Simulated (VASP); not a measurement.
Ir:

```
Ir
1.0
     4.83734    0.00000    0.00000
     0.00000    4.83734    0.00000
     0.00000    0.00000    4.83734
Ir
8
Direct
  0.00000 0.00000 0.00000
  0.50000 0.50000 0.50000
  0.25000 0.00000 0.50000
  0.75000 0.00000 0.50000
  0.50000 0.25000 0.00000
  0.50000 0.75000 0.00000
  0.00000 0.50000 0.25000
  0.00000 0.50000 0.75000
```

| Quantity | Value |
| --- | --- |
| Program | VASP 6.6.1 |
| Task | relaxation of cell and atoms |
| Functional | revPBE |
| Potentials or basis | VASP PAW PBE potentials, release 64 (Ir) |
| Cutoff | 600 eV |
| k mesh | 5 × 5 × 5 |
| Occupations | fermi-dirac, width 0.1 eV |
| Spin | no spin polarisation |

At the start: pressure 28.0 GPa; volume 14.15 Å³/atom.

**Question.** Where does the relaxation end?

**Answer.** Over 16 steps the energy falls by 91.5 meV/atom and the volume is 15.28 Å³/atom (+8.0 %); space group Pm-3n (No. 223, to 0.05 Å).

Step by step:
| step | energy change (eV) | largest force (eV/Å) | pressure (GPa) | volume (Å³) |
| --- | --- | --- | --- | --- |
| 1 | 0.0000 | 0.0000 | 27.98 | 113.19 |
| 2 | 5.1207 | 0.0000 | -38.91 | 158.69 |
| 3 | -0.7221 | 0.0000 | -2.70 | 123.41 |
| 4 | -0.7317 | 0.0000 | -0.35 | 122.41 |
| 5 | -0.7319 | 0.0000 | 0.11 | 122.22 |
| 6 | -0.7319 | 0.0000 | 0.11 | 122.22 |
| 7 | -0.7319 | 0.0000 | 0.11 | 122.22 |
| 8 | -0.7319 | 0.0000 | 0.11 | 122.22 |
| 9 | -0.7319 | 0.0000 | 0.11 | 122.22 |
| 10 | -0.7319 | 0.0000 | 0.11 | 122.22 |
| 11 | -0.7319 | 0.0000 | 0.11 | 122.22 |
| 12 | -0.7319 | 0.0000 | 0.11 | 122.22 |
| 13 | -0.7319 | 0.0000 | 0.11 | 122.22 |
| 14 | -0.7319 | 0.0000 | 0.11 | 122.22 |
| 15 | -0.7319 | 0.0000 | 0.11 | 122.23 |
| 16 | -0.7319 | 0.0000 | 0.10 | 122.23 |

Final structure:
```
CELL_PARAMETERS angstrom
4.96276 0.00000 0.00000
0.00000 4.96276 0.00000
0.00000 0.00000 4.96276
ATOMIC_POSITIONS crystal
Ir 0.00000 0.00000 0.00000
Ir 0.50000 0.50000 0.50000
Ir 0.25000 0.00000 0.50000
Ir 0.75000 0.00000 0.50000
Ir 0.50000 0.25000 0.00000
Ir 0.50000 0.75000 0.00000
Ir 0.00000 0.50000 0.25000
Ir 0.00000 0.50000 0.75000
```

Caveat: the PAW data sets were made with another functional, which shifts forces and pressure a little.
